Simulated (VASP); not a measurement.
Write the native input for VASP 6.6.1 that does the following.

```
Task                   : single point
Functional             : PBE
Potentials or basis    : VASP PAW PBE potentials, release 64 (B, N)
Cutoff                 : 600 eV
k mesh                 : 1 × 1 × 1
Occupations            : gaussian, width 0.01 eV
Spin                   : no spin polarisation
Dipole correction      : no
Further INCAR settings : ALGO = Normal; EDIFF = 1e-06; NBANDS = 26
```

The structure of BN lies in POSCAR:

```
BN
1.0
    3.6160000000      0.0000000000      0.0000000000
    0.0000000000      3.6160000000      0.0000000000
    0.0000000000      0.0000000000      3.6160000000
B N
4 4
Direct
    0.0000000000      0.0000000000      0.0000000000
    0.5000000000      0.5000000000      0.0000000000
    0.5000000000      0.0000000000      0.5000000000
    0.0000000000      0.5000000000      0.5000000000
    0.2500000000      0.2500000000      0.2500000000
    0.7500000000      0.7500000000      0.2500000000
    0.7500000000      0.2500000000      0.7500000000
    0.2500000000      0.7500000000      0.7500000000
```

These files were run (other wordings do the same):

INCAR

```
SYSTEM = BN
PREC = Accurate ; ENCUT = 600
EDIFF = 1E-6 ; ISMEAR = 0
SIGMA = 0.01 ; LREAL = .False.
LASPH = .True. ; NELM = 120
ALGO = Normal ; ISIF = 2
LWAVE = .False. ; LCHARG = .False.
GGA = PE ; NBANDS = 26
GGA_COMPAT = .False.
```

KPOINTS

```
Automatic mesh
0
Gamma
  1 1 1
  0 0 0
```

Potentials or basis: VASP PAW PBE potentials, release 64 (B, N).

Run with:

```sh
$ cat potpaw_PBE.64/B/POTCAR potpaw_PBE.64/N/POTCAR > POTCAR
$ mpirun -np 1 vasp_gam > vasp.out
```

It gave:

```yaml
Pressure: 32.9 GPa
Band_gap_on_the_k_mesh: 4.16 eV
```

Caveat: the k points lie up to 1.74 Å⁻¹ apart.

Wall time 7.5 s on 1 thread of AMD EPYC 7R13, on a shared host, peak memory 0.12 GiB.
